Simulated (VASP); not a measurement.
Ga, 1 atom in the cell. The structure is tetragonal, space group I4/mmm (No. 139). The conventional cell has a = 2.764 Å, b = 2.764 Å, c = 4.466 Å, α = 90.00°, β = 90.00°, γ = 90.00°. Ga (site symmetry 4/mmm) has 12 Ga at 2.76 to 2.97 Å within 3.6 Å. 

```yaml
Program: VASP 6.6.1
Task: single point
Functional: revPBE
Dispersion: D4
Potentials_or_basis: VASP PAW PBE potentials, release 64 (Ga_d)
Cutoff: 520 eV
k_mesh: 13 × 13 × 13
Occupations: fermi-dirac, width 0.05 eV
Spin: no spin polarisation
Dipole_correction: no
Further_INCAR_settings: ALGO = Fast; EDIFF = 1e-06; NBANDS = 12
```

Potentials or basis: VASP PAW PBE potentials, release 64 (Ga_d).

Run with:

```bash
$ cat potpaw_PBE.64/Ga_d/POTCAR > POTCAR
$ mpirun -np 1 vasp_std > vasp.out
```

Hardware: 1 thread of Intel Xeon 8259CL, on a shared host.

Task: Estimate the wall time of this run.

Result: It took 44 s on 1 thread of Intel Xeon 8259CL (shared host), peak memory 0.16 GiB. Counts: scf iterations 11, k points 196.
